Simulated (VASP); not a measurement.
Input of a VASP 6.6.1 run:

The input POSCAR:

```
ZnSe
1.0
    0.0000000000      2.8338000000      2.8338000000
    2.8338000000      0.0000000000      2.8338000000
    2.8338000000      2.8338000000      0.0000000000
Zn Se
1 1
Direct
    0.0000000000      0.0000000000      0.0000000000
    0.2500000000      0.2500000000      0.2500000000
```

File INCAR.step1:

```
SYSTEM = ZnSe
ALGO = Normal ; EDIFF = 1E-4
ENCUT = 600 ; GGA = PE
ISMEAR = -1 ; LASPH = .True.
LCHARG = .False. ; LREAL = .False.
LWAVE = .True. ; NELM = 80
PREC = Accurate ; SIGMA = 0.02
```

Contents of INCAR.step2:

```
SYSTEM = ZnSe
ALGO = Normal ; EDIFF = 1E-7
EDIFFG = -0.01 ; ENCUT = 600
IBRION = 2 ; ISIF = 3
ISMEAR = -1 ; ISTART = 1
LASPH = .True. ; LCHARG = .False.
LMIXTAU = .True. ; LREAL = .False.
LWAVE = .False. ; METAGGA = R2SCAN
NELM = 80 ; NSW = 80
PREC = Accurate ; SIGMA = 0.02
```

File KPOINTS:

```
k-points
0
Gamma
  8 8 8
  0 0 0
```

Potentials or basis: VASP PAW PBE potentials, release 64 (Zn, Se).

Launch:

```console
$ cat potpaw_PBE.64/Zn/POTCAR potpaw_PBE.64/Se/POTCAR > POTCAR
$ cp INCAR.step1 INCAR
$ mpirun -np 1 vasp_std > vasp.out
$ cp INCAR.step2 INCAR
$ mpirun -np 1 vasp_std > vasp.out
```

Problem. Estimate the band gap on the k mesh.

Solution. 1.87 eV, direct.

Final structure:
```
Zn Se
1.0
     0.00000    2.83380    2.83380
     2.83380    0.00000    2.83380
     2.83380    2.83380    0.00000
Zn Se
1 1
Direct
  0.00000 0.00000 0.00000
  0.25000 0.25000 0.25000
```

Caveat: the relaxation stopped at its first step, so nothing moved; the PAW data sets were made with another functional, which shifts forces and pressure a little. r2SCAN opens gaps a little over a GGA but as a rule still falls short of measured ones.
